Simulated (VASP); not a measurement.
# VN in VASP: single point with PBEsol

Aim: the single point of VN with PBEsol.

Program: VASP 6.6.1. These are calculated values, not measurements. Logs are shortened: lines on timing, memory, paths and dates and some standing lists are left out, and cuts for length are marked.

## 1. The cell of the first run

The cell holds a slab with vacuum, 10 atoms: a = 2.880 Å, b = 2.880 Å, c = 25.582 Å, α = 90.00°, β = 90.00°, γ = 120.00°.

## 2. Single point, PBEsol

Input file INCAR:

```
SYSTEM = VN
ALGO     = Normal         ! electronic algorithm
DIPOL    = 0.5 0.5 0.500
EDIFF    = 1E-6           ! SCF threshold, eV
ENCUT    = 520            ! plane-wave cutoff, eV
GGA      = PS             ! functional
IDIPOL   = 3            
ISIF     = 2              ! what is computed and relaxed
ISMEAR   = 0              ! smearing method
LASPH    = .True.         ! aspherical terms in the spheres
LCHARG   = .True.         ! write CHGCAR
LDIPOL   = .True.       
LELF     = .True.         ! ELF
LREAL    = .False.        ! projectors in reciprocal space
LVACPOTAV= .True.       
LVHAR    = .True.       
LWAVE    = .False.        ! write WAVECAR
NBANDS   = 56             ! bands
NELM     = 60             ! most SCF steps
PREC     = Accurate       ! precision mode
SIGMA    = 0.1            ! smearing width, eV
```

Input file KPOINTS:

```
k-points
0
Gamma
  12 12 1
  0 0 0
```

Input file POSCAR:

```
VN
1.0
    2.8799338781      0.0000000000      0.0000000000
   -1.4399669391      2.4940958997      0.0000000000
    0.0000000000      0.0000000000     25.5815527416
N V
5 5
Direct
    0.3333333333      0.6666666667      0.2931800144
    0.0000000000      0.0000000000      0.3851000080
    0.6666666667      0.3333333333      0.4770200016
    0.3333333333      0.6666666667      0.5689399952
    0.0000000000      0.0000000000      0.6608599888
    0.6666666667      0.3333333333      0.3391400112
    0.3333333333      0.6666666667      0.4310600048
    0.0000000000      0.0000000000      0.5229799984
    0.6666666667      0.3333333333      0.6148999920
    0.3333333333      0.6666666667      0.7068199856
```

Potentials or basis: VASP PAW PBE potentials, release 64 (N, V_sv).

Command:

```
cat potpaw_PBE.64/N/POTCAR potpaw_PBE.64/V_sv/POTCAR > POTCAR
mpirun -np 1 vasp_std > vasp.out
```

OUTCAR:

```text
SYSTEM = VN
   EDIFF = 1E-6
   ENCUT = 520
   GGA = PS
   ISIF = 2
   ISMEAR = 0
   LASPH = .True.
   LREAL = .False.
   NELM = 60
   PREC = Accurate

 ion  position               nearest neighbor table
   1  0.333  0.667  0.293-   6 2.04   6 2.04   6 2.04
   2  0.000  0.000  0.385-   6 2.04   7 2.04   6 2.04   7 2.04   6 2.04   7 2.04
   3  0.667  0.333  0.477-   7 2.04   8 2.04   7 2.04   8 2.04   8 2.04   7 2.04
   4  0.333  0.667  0.569-   9 2.04   8 2.04   9 2.04   8 2.04   8 2.04   9 2.04
   5  0.000  0.000  0.661-   9 2.04  10 2.04   9 2.04  10 2.04   9 2.04  10 2.04
   6  0.667  0.333  0.339-   1 2.04   2 2.04   1 2.04   2 2.04   2 2.04   1 2.04   7 2.88   7 2.88
                             7 2.88
   7  0.333  0.667  0.431-   3 2.04   2 2.04   3 2.04   2 2.04   2 2.04   3 2.04   6 2.88   8 2.88
                             6 2.88   8 2.88   8 2.88   6 2.88
   8  0.000  0.000  0.523-   3 2.04   4 2.04   3 2.04   4 2.04   3 2.04   4 2.04   7 2.88   9 2.88
                             7 2.88   9 2.88   7 2.88   9 2.88
   9  0.667  0.333  0.615-   4 2.04   5 2.04   4 2.04   5 2.04   5 2.04   4 2.04  10 2.88   8 2.88
                            10 2.88   8 2.88   8 2.88  10 2.88
  10  0.333  0.667  0.707-   5 2.04   5 2.04   5 2.04   9 2.88   9 2.88   9 2.88

  LATTYP: Found a hexagonal cell.
 ALAT       =     2.8799338781
 C/A-ratio  =     8.8826875284

  Lattice vectors:

 A1 = (   2.8799338781,   0.0000000000,   0.0000000000)
 A2 = (  -1.4399669391,   2.4940958997,   0.0000000000)
 A3 = (   0.0000000000,   0.0000000000,  25.5815527416)

Analysis of symmetry for initial positions (statically):
=====================================================================
 Subroutine PRICEL returns:
 Original cell was already a primitive cell.

 Routine SETGRP: Setting up the symmetry group for a
 hexagonal supercell.

 Subroutine GETGRP returns: Found  6 space group operations
 (whereof  6 operations were pure point group operations)
 out of a pool of 24 trial point group operations.

The static configuration has the point symmetry C_3v.

Analysis of symmetry for dynamics (positions and initial velocities):
=====================================================================
 Subroutine PRICEL returns:
 Original cell was already a primitive cell.

 Routine SETGRP: Setting up the symmetry group for a
 hexagonal supercell.

 Subroutine GETGRP returns: Found  6 space group operations
 (whereof  6 operations were pure point group operations)
[... 125 lines left out ...]
   EMIN   =  10.00;   EMAX   =-10.00  energy-range for DOS
   EFERMI =   0.00;   METHOD = LEGACY
   ISMEAR =     0;   SIGMA  =   0.10  broadening in eV -4-tet -1-fermi 0-gaus
   EFERMI_NEDOS =   21; number of points for ismear=-14 and -15
   IALGO  =     38    algorithm
   IMIX   =      4    mixing-type and parameters
     AMIX     =   0.40;   BMIX     =  1.00
     AMIX_MAG =   1.60;   BMIX_MAG =  1.00
  volume/ion in A,a.u.               =      18.37       124.00
  Fermi-wavevector in a.u.,A,eV,Ry     =   1.290471  2.438636 22.657981  1.665315
  Thomas-Fermi vector in A             =   2.422300
   LORBIT       =      0    0 simple, 1 ext, 2 COOP (PROOUT), +10 PAW based schemes
   GGA     = PS    functional components
   LHFCALC =     F    Hartree Fock is set to
   AEXX    =    0.0000 exact exchange contribution
   IVDW    =     0    specifies the selected vdW correction
   LEPSILON=     F    determine dielectric tensor
   LRPA    =     F    only Hartree local field effects (RPA)
 non-spin polarized calculation
 Gauss-broadening in eV      SIGMA  =   0.10
  energy-cutoff  :      520.00
  volume of cell :      183.75
 maximum number of plane-waves:      5039
 NGX is ok and might be reduce to    24
   NGX = 11   NGY = 11   NGZ = 95

 dipolmoment           0.000000      0.000000      1.524992 electrons x Angstroem

 number of electron      90.0000018 magnetization

 dipolmoment           0.000000      0.000000     -0.095785 electrons x Angstroem

 Free energy of the ion-electron system (eV)
  ---------------------------------------------------
  ext. energy  EPLUGINS =         0.00000000
  ---------------------------------------------------
  free energy    TOTEN  =       -99.17919873 eV

  energy without entropy =      -99.14109076  energy(sigma->0) =      -99.16014475

 E-fermi :   2.2776     XC(G=0):  -7.3303

 val. band max:        2.2648500564   @ k =   0.2500   0.0000   0.0000
 cond. band min:       2.2802157196   @ k =   0.3333   0.1667   0.0000
 fundamental gap:      0.0153656632
 Fermi energy:         2.2776355983

 k-point     1 :       0.0000    0.0000    0.0000
  band No.  band energies     occupation
      1     -62.9745      2.00000
      2     -62.8380      2.00000
      3     -62.7851      2.00000
      4     -62.7463      2.00000
      5     -62.1669      2.00000
      6     -37.1537      2.00000
[... 1110 lines left out ...]
     55       3.9624      0.00000
     56       4.0544      0.00000

------------------------ aborting loop because EDIFF is reached ----------------------------------------

  FORCE on cell =-STRESS in cart. coord.  units (eV):
  Direction    XX          YY          ZZ          XY          YZ          ZX
  --------------------------------------------------------------------------------------
  -------------------------------------------------------------------------------------
  Total       -4.7729495     -4.7729495     -5.7977131      0.0000000      0.0000000      0.0000000
  in kB      -41.6173914    -41.6173914    -50.5527445      0.0000000      0.0000000      0.0000000
  external PRESSURE =     -44.5958424 kB  Pullay stress =       0.0000000 kB

 VOLUME and BASIS-vectors are now :
 -----------------------------------------------------------------------------
  energy-cutoff  :      520.00
  volume of cell :      183.75
      direct lattice vectors                 reciprocal lattice vectors
     2.879933878  0.000000000  0.000000000     0.347230194  0.200473446  0.000000000
    -1.439966939  2.494095900  0.000000000     0.000000000  0.400946892  0.000000000
     0.000000000  0.000000000 25.581552742     0.000000000  0.000000000  0.039090669

 POSITION                                       TOTAL-FORCE (eV/Angst)
 -----------------------------------------------------------------------------------
     -0.00000      1.66273      7.50000        -0.000000      0.000000      3.785220
      0.00000      0.00000      9.85146        -0.000000     -0.000000      0.450619
      1.43997      0.83137     12.20291        -0.000000     -0.000000      0.240016
     -0.00000      1.66273     14.55437        -0.000000     -0.000000      0.253112
      0.00000      0.00000     16.90582         0.000000     -0.000000      1.753750
      1.43997      0.83137      8.67573         0.000000     -0.000000     -4.213222
     -0.00000      1.66273     11.02718         0.000000     -0.000000     -0.389257
      0.00000      0.00000     13.37864         0.000000     -0.000000     -0.061020
      1.43997      0.83137     15.73010        -0.000000     -0.000000      0.104565
     -0.00000      1.66273     18.08155        -0.000000      0.000000     -1.923783
 -----------------------------------------------------------------------------------
    total drift:                                0.000000     -0.000000      0.000077

  FREE ENERGIE OF THE ION-ELECTRON SYSTEM (eV)
  ---------------------------------------------------
  free  energy   TOTEN  =       -99.1791987343 eV

  energy  without entropy=      -99.1410907626  energy(sigma->0) =      -99.16014475

 vacuum level on the upper side and lower side of the slab         7.240         9.653
```

stdout:

```text
POSCAR found type information on POSCAR N V
 POSCAR found :  2 types and      10 ions
 scaLAPACK will be used
 -----------------------------------------------------------------------------
|                                                                             |
[... 23 lines left out ...]
|     field-free region was found. Please increase the size of  your cell     |
|     in the dimension of the dipole correction to obtain accurate            |
|     workfunction values.                                                    |
|                                                                             |
 -----------------------------------------------------------------------------
```

Run time: 16 min. Hardware: 1 thread of Intel Xeon Platinum 8375C at 2.90GHz (Ice Lake), shared host; peak memory 0.38 GiB.

Results:

```
Free energy            : -99.1792 eV
Largest force          : 4.213 eV/Å
Band gap on the k mesh : zero (bands 45 and 46 overlap by 0.96 eV)
```

Forces on the atoms (eV/Å):
```
N    0.000  0.000  3.785
N    0.000  0.000  0.451
N    0.000  0.000  0.240
N    0.000  0.000  0.253
N    0.000  0.000  1.754
V    0.000  0.000 -4.213
V    0.000  0.000 -0.389
V    0.000  0.000 -0.061
V    0.000  0.000  0.105
V    0.000  0.000 -1.924
```

Levels at points of the mesh, in eV from the Fermi level:
```
           k point  band 42  band 43  band 44  band 45  band 46  band 47
(0.00, 0.00, 0.00)    -1.18    -1.15    -0.84    -0.84    -0.59    -0.30
(0.50, 0.00, 0.00)    -1.44    -0.56    -0.16     0.22     0.61     0.69
```

Caveat: the PAW data sets were made with another functional, which shifts forces and pressure a little; the run has no spin polarisation, though such a crystal can be magnetic.
